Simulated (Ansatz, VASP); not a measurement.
# BN in VASP and in Ansatz

Contents of INCAR:

```
SYSTEM = BN
  PREC = Accurate
  ENCUT = 520
  EDIFF = 1E-6
  ISMEAR = 0
  SIGMA = 0.05
  LREAL = .False.
  LASPH = .True.
  NELM = 60
  ALGO = Normal
  ISIF = 2
  LWAVE = .False.
  LCHARG = .False.
  GGA = PE
  IVDW = 12
  NBANDS = 16
```

Contents of KPOINTS:

```
regular mesh
0
Gamma
  12 12 4
  0 0 0
```

Contents of POSCAR:

```
BN
1.0
    2.6066956301      0.0000000000      0.0000000000
   -1.3033478151      2.2574646356      0.0000000000
    0.0000000000      0.0000000000      6.0874991034
B N
2 2
Direct
    0.3333333333      0.6666666667      0.2500000000
    0.6666666667      0.3333333333      0.7500000000
    0.3333333333      0.6666666667      0.7500000000
    0.6666666667      0.3333333333      0.2500000000
```

Input for Ansatz:

```yaml
crystal:
  lattice:
    - [2.6066956301, 0.0, 0.0]
    - [-1.3033478151, 2.2574646356, 0.0]
    - [0.0, 0.0, 6.0874991034]
  atoms:
    - { symbol: B, position: [0.3333333333, 0.6666666667, 0.25] }
    - { symbol: B, position: [0.6666666667, 0.3333333333, 0.75] }
    - { symbol: "N", position: [0.3333333333, 0.6666666667, 0.75] }
    - { symbol: "N", position: [0.6666666667, 0.3333333333, 0.25] }
basis:
  ecutwfc: 420
kpoints:
  mp_grid: { grid: [12, 12, 4] }
hamiltonian:
  xc: pbe
  dispersion: d3bj
scf:
  occupations: { method: gaussian, width: 0.05 }
output:
  forces: true
  stress: true
  eigenvalues: true
```

Change from the starting cell: strain +0.040 along x and y, -0.080 along z, atoms carried along.

Alike in both runs: task single point; functional PBE; dispersion D3(BJ); k mesh 12 × 12 × 4; occupations gaussian, width 0.05 eV; no spin polarisation.

```csv
,VASP,Ansatz
version,VASP 6.6.1,Ansatz 0.2.0
potentials or method,"VASP PAW PBE potentials, release 64 (B, N), cutoff 520 eV","scalar-relativistic, plane waves, PAW"
valence electrons in the cell,16,16
```

|  | VASP | Ansatz | Ansatz less VASP |
| --- | --- | --- | --- |
| gap on the k mesh at the Fermi level (eV) | 3.93 | 3.93 | +0.005 |
| least direct gap on the mesh (eV) | 4.13 | 4.14 | +0.005 |
| pressure (GPa) | -24.5 | -24.5 | -0.05 |
| traceless stress, the component that is largest in VASP (GPa) | 27.68 | 27.84 | +0.163 |
